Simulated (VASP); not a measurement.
Write the native input for VASP 6.6.1 that does the following.

| Quantity | Value |
| --- | --- |
| Task | single point |
| Functional | r2SCAN |
| Potentials or basis | VASP PAW PBE potentials, release 64 (I) |
| Cutoff | 520 eV |
| k mesh | 4 × 4 × 4 |
| Occupations | gaussian, width 0.1 eV |
| Spin | no spin polarisation |
| Dipole correction | no |
| Further INCAR settings | ALGO = Normal; EDIFF = 1e-07; NBANDS = 14 |

The system is I.

```
CELL_PARAMETERS angstrom
0.00000 3.71300 3.71300
3.71300 0.00000 3.71300
3.71300 3.71300 0.00000
ATOMIC_POSITIONS crystal
I 0.50000 0.50000 0.50000
I 0.75000 0.75000 0.75000
```

These files were run (other wordings do the same):

POSCAR

```
I
1.0
    0.0000000000      3.7130015177      3.7130015177
    3.7130015177      0.0000000000      3.7130015177
    3.7130015177      3.7130015177      0.0000000000
I
2
Direct
    0.5000000000      0.5000000000      0.5000000000
    0.7500000000      0.7500000000      0.7500000000
```

INCAR.step1

```
PREC = Accurate
ENCUT = 520
ISMEAR = 0
SIGMA = 0.1
LREAL = False
LASPH = True
NELM = 100
NBANDS = 14
GGA = PE
ALGO = Normal
EDIFF = 1E-4
LWAVE = True
LCHARG = False
```

INCAR.step2

```
PREC = Accurate
ENCUT = 520
EDIFF = 1E-7
ISMEAR = 0
SIGMA = 0.1
LREAL = False
LASPH = True
NELM = 100
ALGO = Normal
ISIF = 2
LWAVE = False
LCHARG = True
METAGGA = R2SCAN
LMIXTAU = True
LELF = True
LVHAR = True
NBANDS = 14
ISTART = 1
```

KPOINTS

```
Automatic mesh
0
Gamma
  4 4 4
```

Potentials or basis: VASP PAW PBE potentials, release 64 (I).

Command:

```sh
$ cat potpaw_PBE.64/I/POTCAR > POTCAR
$ cp INCAR.step1 INCAR
$ mpirun -np 1 vasp_std > vasp.out
$ cp INCAR.step2 INCAR
$ mpirun -np 1 vasp_std > vasp.out
```

Results of the run:

| Property | Result |
| --- | --- |
| Pressure | 2.8 GPa |
| Band gap on the k mesh | zero (band 7 reaches 2.09 eV, above the bottom of band 8 at 0.37 eV) |

Caveat: the k points lie up to 0.37 Å⁻¹ apart; the PAW data sets were made with another functional, which shifts forces and pressure a little; spin-orbit coupling is left out, which moves the levels of the heavy elements.

Run time: 32 s on 1 thread of Intel(R) Xeon(R) 6975P-C (Granite Rapids), with other jobs on the host, peak memory 0.24 GiB.
